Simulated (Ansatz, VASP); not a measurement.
# Si16C in VASP and in Ansatz

```xyz
17
Lattice="0.0000 5.4300 5.4300 5.4300 0.0000 5.4300 5.4300 5.4300 0.0000" Properties=species:S:1:pos:R:3 pbc="T T T"
Si   -0.0976    0.1581    0.2637
Si    1.3691    1.4976    1.4460
Si    2.7948    2.7853    0.1076
Si    4.0680    4.1285    1.5410
Si    2.4893   -0.2204    2.5072
Si    3.9565    1.2222    3.4766
Si    5.4771    2.7672    2.7656
Si    6.7842    4.0742    4.2218
Si    0.0727    2.7905    2.9176
Si    1.3844    4.0951    4.3720
Si    2.6972    5.4161    2.9380
Si    4.1040    6.8216    4.1864
Si    2.8772    2.6105    5.6915
Si    4.2062    4.0853    6.8769
Si    5.4952    5.5123    5.5411
Si    6.8393    6.7883    6.9716
C     9.2627    6.5421    5.2389
```

Alike in both runs: functional PBE; k mesh 2 × 2 × 2; occupations fermi-dirac, width 0.02 eV; collinear spin.

Ansatz relaxed the structure, and its values are those at the end. VASP's run is a single point on that final structure, the one shown.

```csv
,VASP,Ansatz
version,VASP 6.6.1,Ansatz 0.2.0
potentials or method,"VASP PAW PBE potentials, release 64 (Si, C), cutoff 520 eV","scalar-relativistic, plane waves, PAW"
valence electrons in the cell,68,68
```

VASP gave:

```
rms of the force components (eV/Å) : 0.009
net moment per atom (μB)           : 0.00
```

What did Ansatz give for the same quantities?

rms of the force components (eV/Å): 0.008; net moment per atom (μB): 0.00.

Ansatz's warnings: filled band counts differ across k points, seeded moment not kept.

The k mesh is coarse, so the values compare programs but aren't converged.
